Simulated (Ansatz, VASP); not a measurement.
KF in VASP and in Ansatz

File INCAR:

```
PREC = Accurate
ENCUT = 520
EDIFF = 1E-6
ISMEAR = 0
SIGMA = 0.05
LREAL = F
LASPH = T
NELM = 60
ALGO = Normal
ISIF = 2
LWAVE = F
LCHARG = T
GGA = PE
LELF = T
LVHAR = T
NBANDS = 15
```

Contents of KPOINTS:

```
Automatic mesh
0
Gamma
  8 8 8
```

Contents of POSCAR:

```
KF
1.0
    0.0000000000      2.7105354767      2.9138256375
    2.7105354767      0.0000000000      2.9138256375
    2.7105354767      2.7105354767      0.0000000000
K F
1 1
Direct
    0.0000000000      0.0000000000      0.0000000000
    0.5000000000      0.5000000000      0.5000000000
```

Input for Ansatz:

```yaml
crystal:
  lattice:
    - [0.0, 2.7105354767, 2.9138256375]
    - [2.7105354767, 0.0, 2.9138256375]
    - [2.7105354767, 2.7105354767, 0.0]
  atoms:
    - { symbol: K, position: [0.0, 0.0, 0.0] }
    - { symbol: F, position: [0.5, 0.5, 0.5] }
basis:
  ecutwfc: 520.0
kpoints:
  mp_grid: { grid: [8, 8, 8] }
hamiltonian:
  xc: pbe
scf:
  occupations: { method: gaussian, width: 0.05 }
output:
  forces: true
  stress: true
  eigenvalues: true
```

Change from the starting cell: normal strain along x +0.0000, normal strain along z +0.0750.

Alike in both runs: task single point; functional PBE; k mesh 8 × 8 × 8; occupations gaussian, width 0.05 eV; no spin polarisation.

|  | VASP | Ansatz |
| --- | --- | --- |
| version | VASP 6.6.1 | Ansatz 0.2.0 |
| potentials or method | VASP PAW PBE potentials, release 64 (K_sv, F), cutoff 520 eV | scalar-relativistic, plane waves, PAW |
| valence electrons in the cell | 16 | 16 |

|  | VASP | Ansatz | Ansatz less VASP |
| --- | --- | --- | --- |
| gap on the k mesh at the Fermi level (eV) | 5.57 | 5.58 | +0.014 |
| least direct gap on the mesh (eV) | 5.57 | 5.58 | +0.014 |
| pressure (GPa) | -1.5 | -1.5 | +0.02 |
| traceless stress, the component that is largest in VASP (GPa) | -1.22 | -1.16 | +0.061 |
